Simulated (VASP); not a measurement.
Set up this calculation in VASP 6.6.1, as the native input.

```
Task                   : single point
Functional             : PBEsol
Potentials or basis    : VASP PAW PBE potentials, release 64 (Sn_d, Te)
Cutoff                 : 500 eV
k mesh                 : 10 × 10 × 10
Occupations            : gaussian, width 0.03 eV
Spin                   : no spin polarisation
Dipole correction      : no
Further INCAR settings : ALGO = Normal; EDIFF = 1e-06; NBANDS = 17
```

The structure of SnTe lies in POSCAR:

```
SnTe
1.0
    0.0000000000      3.1880650000      3.1565000000
    3.1880650000      0.0000000000      3.1565000000
    3.1880650000      3.1880650000      0.0000000000
Sn Te
1 1
Direct
    0.0000000000      0.0000000000      0.0000000000
    0.5000000000      0.5000000000      0.5000000000
```

This cell differs from its parent crystal: strain +0.0100 x Voigt [1, 1, 0, 0, 0, 0].

The input as run:

INCAR

```
SYSTEM = SnTe
ALGO     = Normal         ! electronic algorithm
EDIFF    = 1E-6           ! SCF threshold, eV
ENCUT    = 500            ! plane-wave cutoff, eV
GGA      = PS             ! functional
GGA_COMPAT= .FALSE.      
ISIF     = 2              ! what is computed and relaxed
ISMEAR   = 0              ! smearing method
LASPH    = .TRUE.         ! aspherical terms in the spheres
LCHARG   = .FALSE.        ! write CHGCAR
LREAL    = .FALSE.        ! projectors in reciprocal space
LWAVE    = .FALSE.        ! write WAVECAR
NBANDS   = 17             ! bands
NELM     = 120            ! most SCF steps
PREC     = Accurate       ! precision mode
SIGMA    = 0.03           ! smearing width, eV
```

KPOINTS

```
k-points
0
G
  10 10 10
  0 0 0
```

Potentials or basis: VASP PAW PBE potentials, release 64 (Sn_d, Te).

The run is started by

```bash
$ cat potpaw_PBE.64/Sn_d/POTCAR potpaw_PBE.64/Te/POTCAR > POTCAR
$ mpirun -np 1 vasp_std > vasp.out
```

It gave:

The pressure is -1.4 GPa and the band gap on the k mesh is 0.07 eV.

Caveat: the cell differs from its parent crystal (strain +0.0100 x Voigt [1, 1, 0, 0, 0, 0]); the PAW data sets were made with another functional, which shifts forces and pressure a little; spin-orbit coupling is left out, which moves the levels of the heavy elements.

Wall time 4.6 min on 1 thread of AMD EPYC 7R13, with other jobs on the host, peak memory 0.24 GiB.
